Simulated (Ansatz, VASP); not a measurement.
# Two plane-wave programs on Mo3W

```
Mo W
1.0
     3.16594    0.00000    0.00000
     0.00000    3.16594    0.00000
     0.00000    0.00000    6.33650
Mo W
3 1
Direct
  0.00000 0.00000 0.75067
  0.50000 0.50000 0.00000
  0.00000 0.00000 0.24933
  0.50000 0.50000 0.50000
```

Alike in both runs: functional PBE; k mesh 14 × 14 × 8; occupations gaussian, width 0.1 eV; no spin polarisation.

Ansatz relaxed the structure, and its values are those at the end. VASP's run is a single point on that final structure, the one shown.

```csv
,VASP,Ansatz
version,VASP 6.6.1,Ansatz 0.2.0
potentials or method,"VASP PAW PBE potentials, release 64 (Mo_sv, W_sv), cutoff 520 eV","scalar-relativistic, plane waves, PAW"
valence electrons in the cell,56,56
```

Ansatz gave:

| Item | Value |
| --- | --- |
| gap on the k mesh at the Fermi level (eV) | none |
| pressure (GPa) | 0.0 |
| rms of the force components (eV/Å) | 0.001 |

**Question.** What did VASP give for the same quantities?

**Answer.** gap on the k mesh at the Fermi level (eV): none; pressure (GPa): 0.5; rms of the force components (eV/Å): 0.004.

A gap of «none» marks a metal or a gap that the smearing closes. With one functional, cell and mesh, what is left measures potentials, basis and numerics.

Spin-orbit coupling is off throughout.
